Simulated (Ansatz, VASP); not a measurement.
Given: the input of a run of VASP 6.6.1 on CdTe.

Contents of INCAR:

```
SYSTEM = CdTe
ALGO = Normal
EDIFF = 1E-7
ENCUT = 520
GGA = PE
ISIF = 2
ISMEAR = -1
LASPH = .TRUE.
LCHARG = .TRUE.
LELF = .TRUE.
LREAL = .FALSE.
LVHAR = .TRUE.
LWAVE = .FALSE.
NBANDS = 26
NELM = 60
PREC = Accurate
SIGMA = 0.05
```

File KPOINTS:

```
k-points
0
G
  6 6 5
  0 0 0
```

POSCAR

```
CdTe
1.0
    3.0447179573     -3.0738391863      0.0000000000
    3.0447179573      3.0738391863      0.0000000000
    0.0000000000      0.0000000000      6.0497739093
Te Cd
2 2
Direct
    0.2338630000      0.7661370000      0.2500000000
    0.7661370000      0.2338630000      0.7500000000
    0.7229700000      0.2770300000      0.2500000000
    0.2770300000      0.7229700000      0.7500000000
```

Potentials or basis: VASP PAW PBE potentials, release 64 (Te, Cd).

Command:

```bash
$ cat potpaw_PBE.64/Te/POTCAR potpaw_PBE.64/Cd/POTCAR > POTCAR
$ mpirun -np 1 vasp_std > vasp.out
```

Problem. Set up the same calculation for Ansatz 0.2.0. Potentials there: Ansatz PAW.

Solution. As run (the cutoff follows the program's own potentials):

Contents of input.yaml:

```yaml
crystal:
  lattice:
    - [3.0447179573, -3.0738391863, 0.0]
    - [3.0447179573, 3.0738391863, 0.0]
    - [0.0, 0.0, 6.0497739093]
  atoms:
    - { symbol: Te, position: [0.233863, 0.766137, 0.25] }
    - { symbol: Te, position: [0.766137, 0.233863, 0.75] }
    - { symbol: Cd, position: [0.72297, 0.27703, 0.25] }
    - { symbol: Cd, position: [0.27703, 0.72297, 0.75] }
hamiltonian:
  xc: pbe
  pseudopotentials: { kind: paw }
kpoints:
  mp_grid: { grid: [6, 6, 5] }
scf:
  occupations: { method: fermi_dirac, width: 0.05 }
output:
  forces: true
  stress: true
  eigenvalues: true
```

Potentials or basis: Ansatz PAW.

Run with:

```console
$ ansatz run input.yaml --threads 2 --pin off --max-ram 5120MiB --backend cpu --events-out ev --progress --plain --runs-dir out
```

Both were run:

|  | VASP | Ansatz | Ansatz less VASP |
| --- | --- | --- | --- |
| gap on the k mesh at the Fermi level (eV) | none | none | - |
| pressure (GPa) | 0.9 | 0.7 | -0.17 |
| traceless stress, the component that is largest in VASP (GPa) | 0.10 | 0.10 | -0.002 |
| rms of the force components (eV/Å) | 0.023 | 0.021 | -0.0019 |

Atom by atom the forces differ by 0.003 eV/Å (rms over components). A gap of «none» marks a metal or a gap that the smearing closes. With one functional, cell and mesh, what is left measures potentials, basis and numerics. VASP's potentials hold 36 valence electrons a cell and Ansatz's 72, so a difference there can come from the potentials and not from the codes.

Neither program's run includes spin-orbit coupling.
